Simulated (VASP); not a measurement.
# Ca4O3 (a cell with a defect) in VASP: notebook

Aim: see how the results for Ca4O3 (a cell with a defect) move with the level of theory and the settings. Levels: PBEsol, PBEsol+D3(BJ), r2SCAN. Tasks: single point.

All numbers are computed with VASP 6.6.1; they aren't measurements. Logs are shortened: lines on timing, memory, paths and dates and some standing lists are left out, and cuts for length are marked.

## (1) The cell of the first run

The cell holds a defect, 14 atoms: a = 6.742 Å, b = 6.742 Å, c = 6.742 Å, α = 60.00°, β = 60.00°, γ = 60.00°.

## (2) Single point, PBEsol

The input, INCAR:

```
SYSTEM = Ca4O3
ALGO = Normal ; EDIFF = 1E-6
ENCUT = 520 ; GGA = PS
ISIF = 2 ; ISMEAR = -1
LASPH = .TRUE. ; LCHARG = .FALSE.
LREAL = .FALSE. ; LWAVE = .FALSE.
NBANDS = 71 ; NELM = 100
PREC = Accurate ; SIGMA = 0.05
```

The input, KPOINTS:

```
Automatic mesh
0
Gamma
  2 2 2
  0.5 0.5 0.5
```

The input, POSCAR:

```
Ca4O3
1.0
    0.0000000000      4.7676000000      4.7676000000
    4.7676000000      0.0000000000      4.7676000000
    4.7676000000      4.7676000000      0.0000000000
O Ca
6 8
Direct
    0.2483210000      0.7119960000      0.7769880000
    0.7425290000      0.2659970000      0.7648780000
    0.2502360000      0.2461130000      0.7386730000
    0.7201070000      0.7694700000      0.2810590000
    0.2655320000      0.2721340000      0.2193030000
    0.7746870000      0.7568930000      0.7232220000
    0.9822290000      0.9948070000      0.0112290000
    0.5197750000      0.4976510000      0.4977560000
    0.0009680000      0.0266010000      0.4772980000
    0.4820080000      0.5325510000      0.9848130000
    0.0187350000      0.4959100000      0.9890420000
    0.4713210000      0.9976640000      0.5144740000
    0.5083360000      0.0237040000      0.9838820000
    0.9969540000      0.5259730000      0.4822770000
```

Potentials or basis: VASP PAW PBE potentials, release 64 (O, Ca_sv).

On the command line:

```bash
> cat potpaw_PBE.64/O/POTCAR potpaw_PBE.64/Ca_sv/POTCAR > POTCAR
> mpirun -np 1 vasp_std > vasp.out
```

OUTCAR:

```text
SYSTEM = Ca4O3
   EDIFF = 1E-6
   ENCUT = 520
   GGA = PS
   ISIF = 2
   ISMEAR = -1
   LASPH = .TRUE.
   LREAL = .FALSE.
   NELM = 100
   PREC = Accurate

 ion  position               nearest neighbor table
   1  0.248  0.712  0.777-  10 2.13  11 2.13   8 2.37  12 2.43   7 2.47
   2  0.743  0.266  0.765-  13 2.28   7 2.33  10 2.33   8 2.34  14 2.46   9 2.52
   3  0.250  0.246  0.739-  12 2.26  11 2.39  13 2.41  14 2.44   7 2.48   8 2.49
   4  0.720  0.769  0.281-  12 2.20   8 2.27  14 2.29   7 2.33  13 2.44
   5  0.266  0.272  0.219-  11 2.28  10 2.28  13 2.31  12 2.41   9 2.43  14 2.47
   6  0.775  0.757  0.723-  14 2.25   9 2.37  11 2.43  12 2.46  10 2.48  13 2.51
   7  0.982  0.995  0.011-   2 2.33   4 2.33   1 2.47   3 2.48  14 3.17
   8  0.520  0.498  0.498-   4 2.27   2 2.34   1 2.37   3 2.49
   9  0.001  0.027  0.477-   6 2.37   5 2.43   2 2.52
  10  0.482  0.533  0.985-   1 2.13   5 2.28   2 2.33   6 2.48  12 3.15
  11  0.019  0.496  0.989-   1 2.13   5 2.28   3 2.39   6 2.43
  12  0.471  0.998  0.514-   4 2.20   3 2.26   5 2.41   1 2.43   6 2.46  10 3.15
  13  0.508  0.024  0.984-   2 2.28   5 2.31   3 2.41   4 2.44   6 2.51
  14  0.997  0.526  0.482-   6 2.25   4 2.29   3 2.44   2 2.46   5 2.47   7 3.17

  LATTYP: Found a face centered cubic cell.
 ALAT       =     9.5352000000

  Lattice vectors:

 A1 = (   0.0000000000,   4.7676000000,   4.7676000000)
 A2 = (   4.7676000000,   0.0000000000,   4.7676000000)
 A3 = (   4.7676000000,   4.7676000000,   0.0000000000)

Analysis of symmetry for initial positions (statically):
=====================================================================
 Subroutine PRICEL returns:
 Original cell was already a primitive cell.

 Routine SETGRP: Setting up the symmetry group for a
 face centered cubic supercell.

 Subroutine GETGRP returns: Found  1 space group operations
 (whereof  1 operations were pure point group operations)
 out of a pool of 48 trial point group operations.

The static configuration has the point symmetry C_1 .

Analysis of symmetry for dynamics (positions and initial velocities):
=====================================================================
 Subroutine PRICEL returns:
 Original cell was already a primitive cell.

 Routine SETGRP: Setting up the symmetry group for a
 face centered cubic supercell.

 Subroutine GETGRP returns: Found  1 space group operations
 (whereof  1 operations were pure point group operations)
 out of a pool of 48 trial point group operations.

The dynamic configuration has the point symmetry C_1 .

 Subroutine INISYM returns: Found  1 space group operations
 (whereof  1 operations are pure point group operations),
 and found     1 'primitive' translations

----------------------------------------------------------------------------------------

                                     Primitive cell

  volume of cell :     216.7352

  direct lattice vectors                    reciprocal lattice vectors
     0.000000000  4.767600000  4.767600000    -0.104874570  0.104874570  0.104874570
     4.767600000  0.000000000  4.767600000     0.104874570 -0.104874570  0.104874570
     4.767600000  4.767600000  0.000000000     0.104874570  0.104874570 -0.104874570

  length of vectors
     6.742404580  6.742404580  6.742404580     0.181648084  0.181648084  0.181648084

  position of ions in fractional coordinates (direct lattice)
     0.248321000  0.711996000  0.776988000
     0.742529000  0.265997000  0.764878000
     0.250236000  0.246113000  0.738673000
     0.720107000  0.769470000  0.281059000
     0.265532000  0.272134000  0.219303000
     0.774687000  0.756893000  0.723222000
     0.982229000  0.994807000  0.011229000
     0.519775000  0.497651000  0.497756000
     0.000968000  0.026601000  0.477298000
     0.482008000  0.532551000  0.984813000
     0.018735000  0.495910000  0.989042000
     0.471321000  0.997664000  0.514474000
     0.508336000  0.023704000  0.983882000
     0.996954000  0.525973000  0.482277000

  ion indices of the primitive-cell ions
   primitive index   ion index
                 1           1
                 2           2
                 3           3
                 4           4
                 5           5
                 6           6
                 7           7
                 8           8
                 9           9
                10          10
                11          11
                12          12
                13          13
                14          14

----------------------------------------------------------------------------------------

 KPOINTS: Automatic mesh

Automatic generation of k-mesh.
 Grid dimensions read from file:
 generate k-points for:    2    2    2

 Generating k-lattice:

  Cartesian coordinates                     Fractional coordinates (reciprocal lattice)
    -0.052437285  0.052437285  0.052437285     0.500000000  0.000000000  0.000000000
     0.052437285 -0.052437285  0.052437285     0.000000000  0.500000000  0.000000000
     0.052437285  0.052437285 -0.052437285     0.000000000  0.000000000  0.500000000

  Length of vectors
     0.090824042  0.090824042  0.090824042

  Shift w.r.t. Gamma in fractional coordinates (k-lattice)
     0.500000000  0.500000000  0.500000000

 Subroutine IBZKPT returns following result:
 ===========================================

 Found     16 irreducible k-points:

 Following reciprocal coordinates:
            Coordinates               Weight
  0.250000  0.250000  0.250000      2.000000
  0.250000  0.000000  0.000000      2.000000
  0.000000  0.000000 -0.250000      2.000000
  0.000000  0.250000  0.000000      2.000000
 -0.250000  0.250000  0.250000      2.000000
  0.250000 -0.250000  0.250000      2.000000
[... 8 lines left out ...]
  0.000000  0.250000  0.500000      2.000000
  0.500000  0.250000  0.000000      2.000000
   k-points           NKPTS =     16   k-points in BZ     NKDIM =     16   number of bands    NBANDS=     71
   number of dos      NEDOS =    301   number of ions     NIONS =     14
   total plane-waves  NPLWV = 125000
   dimension x,y,z NGX =    50 NGY =   50 NGZ =   50
   dimension x,y,z NGXF=   100 NGYF=  100 NGZF=  100
   ions per type =               6   8
   NGX,Y,Z   is equivalent  to a cutoff of  12.33, 12.33, 12.33 a.u.
   NGXF,Y,Z  is equivalent  to a cutoff of  24.66, 24.66, 24.66 a.u.
 SYSTEM =  Ca4O3
   PREC   = accura    normal or accurate (medium, high low for compatibility)
   ISTART =      0    job   : 0-new  1-cont  2-samecut
   ICHARG =      2    charge: 1-file 2-atom 10-const
   ISPIN  =      1    spin polarized calculation?
   LNONCOLLINEAR =      F non collinear calculations
   LSORBIT =      F    spin-orbit coupling
   LASPH  =      T    aspherical Exc in radial PAW
   ENCUT  =  520.0 eV  38.22 Ry    6.18 a.u.  12.54 12.54 12.54*2*pi/ulx,y,z
   NELM   =    100;   NELMIN=  2; NELMDL= -5     # of ELM steps
   EDIFF  = 0.1E-05   stopping-criterion for ELM
   LREAL  =      F    real-space projection
   EDIFFG = 0.1E-04   stopping-criterion for IOM
   NSW    =      0    number of steps for IOM
   IBRION =     -1    ionic relax: 0-MD 1-quasi-New 2-CG
   NFREE  =      0    steps in history (QN), initial steepest desc. (CG)
   ISIF   =      2    stress and relaxation
   ISYM   =      2    0-nonsym 1-usesym 2-fastsym
   POTIM  = 0.5000    time-step for ionic-motion
   TEBEG  =    0.0;   TEEND  =   0.0 temperature during run
   PSTRESS=    0.0 pullay stress
   NELECT =     116.0000    total number of electrons
   NUPDOWN=      -1.0000    fix difference up-down
   EMIN   =  10.00;   EMAX   =-10.00  energy-range for DOS
   EFERMI =   0.00;   METHOD = LEGACY
   ISMEAR =    -1;   SIGMA  =   0.05  broadening in eV -4-tet -1-fermi 0-gaus
   EFERMI_NEDOS =   21; number of points for ismear=-14 and -15
   IALGO  =     38    algorithm
   IMIX   =      4    mixing-type and parameters
     AMIX     =   0.40;   BMIX     =  1.00
     AMIX_MAG =   1.60;   BMIX_MAG =  1.00
  volume/ion in A,a.u.               =      15.48       104.47
  Fermi-wavevector in a.u.,A,eV,Ry     =   1.329182  2.511789 24.037739  1.766724
  Thomas-Fermi vector in A             =   2.458363
   LORBIT       =      0    0 simple, 1 ext, 2 COOP (PROOUT), +10 PAW based schemes
   GGA     = PS    functional components
   LHFCALC =     F    Hartree Fock is set to
   AEXX    =    0.0000 exact exchange contribution
   IVDW    =     0    specifies the selected vdW correction
   LEPSILON=     F    determine dielectric tensor
   LRPA    =     F    only Hartree local field effects (RPA)
 non-spin polarized calculation
  energy-cutoff  :      520.00
  volume of cell :      216.74
 maximum number of plane-waves:      5861
   NGX = 25   NGY = 25   NGZ = 25

 number of electron     115.9999999 magnetization

 Free energy of the ion-electron system (eV)
  ---------------------------------------------------
  ext. energy  EPLUGINS =         0.00000000
  ---------------------------------------------------
  free energy    TOTEN  =       -81.88021442 eV

  energy without entropy =      -81.87163973  energy(sigma->0) =      -81.87592708

 E-fermi :   5.5182     XC(G=0): -10.4738

 val. band max:        5.3798541681   @ k =   0.2500   0.2500  -0.2500
 cond. band min:       5.6710965428   @ k =   0.0000   0.0000  -0.2500
 fundamental gap:      0.2912423747
 Fermi energy:         5.5182460544

 k-point     1 :       0.2500    0.2500    0.2500
  band No.  band energies     occupation
      1     -35.7825      2.00000
      2     -35.5741      2.00000
      3     -35.4040      2.00000
      4     -35.3590      2.00000
      5     -35.2800      2.00000
      6     -35.2343      2.00000
[... 62 lines left out ...]
     69       8.4572      0.00000
     70       8.5972      0.00000
[... 1093 lines left out ...]
     69       8.3558      0.00000
     70       8.5478      0.00000
 [bands above 70 left out]

------------------------ aborting loop because EDIFF is reached ----------------------------------------

  FORCE on cell =-STRESS in cart. coord.  units (eV):
  Direction    XX          YY          ZZ          XY          YZ          ZX
  --------------------------------------------------------------------------------------
  -------------------------------------------------------------------------------------
  Total        9.0889776     10.6351629      9.1742966      0.1182095      0.2649277     -0.0484218
  in kB       67.1886919     78.6185988     67.8193977      0.8738432      1.9584318     -0.3579500
  external PRESSURE =      71.2088961 kB  Pullay stress =       0.0000000 kB

 VOLUME and BASIS-vectors are now :
 -----------------------------------------------------------------------------
  energy-cutoff  :      520.00
  volume of cell :      216.74
      direct lattice vectors                 reciprocal lattice vectors
     0.000000000  4.767600000  4.767600000    -0.104874570  0.104874570  0.104874570
     4.767600000  0.000000000  4.767600000     0.104874570 -0.104874570  0.104874570
     4.767600000  4.767600000  0.000000000     0.104874570  0.104874570 -0.104874570

 POSITION                                       TOTAL-FORCE (eV/Angst)
 -----------------------------------------------------------------------------------
      7.09888      4.88826      4.57841         0.547635     -1.446008      1.573403
      4.91480      7.18671      4.80825        -0.913121     -0.151511      0.285478
      4.69507      4.71472      2.36639         0.443382      0.263056      0.030703
      5.00850      4.77316      7.10171        -1.297071     -0.277230      0.412832
      2.34298      2.31150      2.56338         0.497882      0.323241     -1.013515
      7.05660      7.14143      7.30196         0.874452     -0.143376     -0.089158
      4.79638      4.73641      9.42572         0.053245     -0.781076      0.755583
      4.74570      4.85118      4.85068         0.464195     -0.434255     -0.604398
      2.40239      2.28018      0.13144         0.216191      0.949110     -0.758122
      7.23418      6.99322      4.83701        -0.631875      1.680530      0.363938
      7.07966      4.80468      2.45362        -0.333658     -1.150614     -0.682299
      7.20927      4.69988      7.00353         0.269711      0.101489      0.764779
      4.80377      7.11430      2.53655        -0.399015      0.052652     -0.399387
      4.80693      7.05238      7.26071         0.208048      1.013993     -0.639837
 -----------------------------------------------------------------------------------
    total drift:                                0.000257     -0.000269      0.000554

  FREE ENERGIE OF THE ION-ELECTRON SYSTEM (eV)
  ---------------------------------------------------
  free  energy   TOTEN  =       -81.8802144167 eV

  energy  without entropy=      -81.8716397339  energy(sigma->0) =      -81.87592708
```

Run time: 3.9 min. Hardware: 1 thread of AMD EPYC 9R45 (Zen 5), shared host; peak memory 0.41 GiB.

Results:

- Free energy: -81.8802 eV
- Pressure: 7.1 GPa
- Largest force: 2.206 eV/Å
- Band gap on the k mesh: 0.29 eV

Forces in eV/Å, atoms in the order of the input:
```
O    0.548 -1.446  1.573
O   -0.913 -0.152  0.285
O    0.443  0.263  0.031
O   -1.297 -0.277  0.413
O    0.498  0.323 -1.014
O    0.874 -0.143 -0.089
Ca   0.053 -0.781  0.756
Ca   0.464 -0.434 -0.604
Ca   0.216  0.949 -0.758
Ca  -0.632  1.681  0.364
Ca  -0.334 -1.151 -0.682
Ca   0.270  0.101  0.765
Ca  -0.399  0.053 -0.399
Ca   0.208  1.014 -0.640
```

Caveat: the k points lie up to 0.57 Å⁻¹ apart; the PAW data sets were made with another functional, which shifts forces and pressure a little.

## (3) Single point, PBEsol+D3(BJ)

The input, INCAR:

```
PREC = Accurate ; ENCUT = 520
EDIFF = 1E-6 ; ISMEAR = 1
SIGMA = 0.05 ; LREAL = False
LASPH = True ; NELM = 60
ALGO = Normal ; ISIF = 2
LWAVE = False ; LCHARG = False
GGA = PS ; IVDW = 12
NBANDS = 71 ; NELECT = 114.0
```

KPOINTS is that of step 2.

POSCAR is that of step 2.

Potentials or basis: VASP PAW PBE potentials, release 64 (O, Ca_sv).

On the command line:

```bash
> cat potpaw_PBE.64/O/POTCAR potpaw_PBE.64/Ca_sv/POTCAR > POTCAR
> mpirun -np 1 vasp_std > vasp.out
```

Wall time 4.5 min (1 thread of AMD EPYC 9R45 (Zen 5), shared host); peak memory 0.41 GiB.

It converged, with:

```yaml
Free_energy: -95.4880 eV
Largest_force: 2.167 eV/Å
Dispersion_energy_per_atom: -0.284 eV
```

Forces on the atoms (eV/Å):
```
O    0.529 -1.390  1.576
O   -0.904 -0.167  0.288
O    0.443  0.349  0.013
O   -1.383 -0.357  0.315
O    0.547  0.356 -1.009
O    0.883 -0.224  0.112
Ca  -0.769 -1.577  0.684
Ca   1.270  0.342 -0.631
Ca   0.958  1.740 -0.775
Ca  -1.350  0.832  0.348
Ca  -0.310 -1.176  0.022
Ca   0.257  0.130  0.075
Ca  -0.382  0.071  0.269
Ca   0.213  1.070 -1.287
```

Levels at points of the mesh, in eV from the Fermi level:
```tsv
k point	band 53	band 54	band 55	band 56	band 57	band 58	band 59	band 60	band 61	band 62
(0.25, 0.25, 0.25)	-2.57	-2.49	-2.30	-2.10	-0.58	0.59	1.63	1.76	1.90	2.56
```

Caveat: the k points lie up to 0.57 Å⁻¹ apart; the cell carries a net charge on a neutralising background, which shifts energy and pressure; the cell is charged against a uniform background, so pressure and absolute levels hang on convention; three body term missing; the PAW data sets were made with another functional, which shifts forces and pressure a little.

## (4) Single point, r2SCAN

POSCAR is that of step 3.

The input, INCAR.step1:

```
PREC = Accurate
ENCUT = 520
ISMEAR = -1
SIGMA = 0.05
LREAL = False
LASPH = True
NELM = 60
NELECT = 114.0
NBANDS = 71
GGA = PE
ALGO = Normal
EDIFF = 1E-4
LWAVE = True
LCHARG = False
```

The input, INCAR.step2:

```
PREC = Accurate
ENCUT = 520
EDIFF = 1E-6
ISMEAR = -1
SIGMA = 0.05
LREAL = False
LASPH = True
NELM = 60
ALGO = Normal
ISIF = 2
LWAVE = False
LCHARG = False
METAGGA = R2SCAN
LMIXTAU = True
NELECT = 114.0
NBANDS = 71
ISTART = 1
```

KPOINTS is that of step 3.

On the command line:

```bash
> cat potpaw_PBE.64/O/POTCAR potpaw_PBE.64/Ca_sv/POTCAR > POTCAR
> cp INCAR.step1 INCAR
> mpirun -np 1 vasp_std > vasp.out
> cp INCAR.step2 INCAR
> mpirun -np 1 vasp_std > vasp.out
```

Wall time 18 min (1 thread of AMD EPYC 9R45 (Zen 5), shared host); peak memory 0.42 GiB.

Results (log left out):

```yaml
Free_energy: -137.2743 eV
Largest_force: 2.452 eV/Å
```

Forces in eV/Å, atoms in the order of the input:
```
O    0.575 -1.615  1.753
O   -1.005 -0.179  0.368
O    0.489  0.355  0.023
O   -1.559 -0.420  0.349
O    0.629  0.419 -1.111
O    1.012 -0.235  0.087
Ca  -0.824 -1.614  0.740
Ca   1.291  0.325 -0.731
Ca   1.035  1.870 -0.778
Ca  -1.351  0.987  0.446
Ca  -0.272 -1.289 -0.127
Ca   0.292  0.134  0.081
Ca  -0.458  0.092  0.204
Ca   0.145  1.169 -1.303
```

Levels at points of the mesh, in eV from the Fermi level:
| k point | band 53 | band 54 | band 55 | band 56 | band 57 | band 58 | band 59 | band 60 | band 61 | band 62 |
| --- | --- | --- | --- | --- | --- | --- | --- | --- | --- | --- |
| (0.25, 0.25, 0.25) | -2.81 | -2.73 | -2.53 | -2.35 | -0.62 | 0.57 | 1.92 | 2.09 | 2.21 | 2.80 |

Caveat: the k points lie up to 0.57 Å⁻¹ apart; the cell carries a net charge on a neutralising background, which shifts energy and pressure; the cell is charged against a uniform background, so pressure and absolute levels hang on convention; the PAW data sets were made with another functional, which shifts forces and pressure a little.
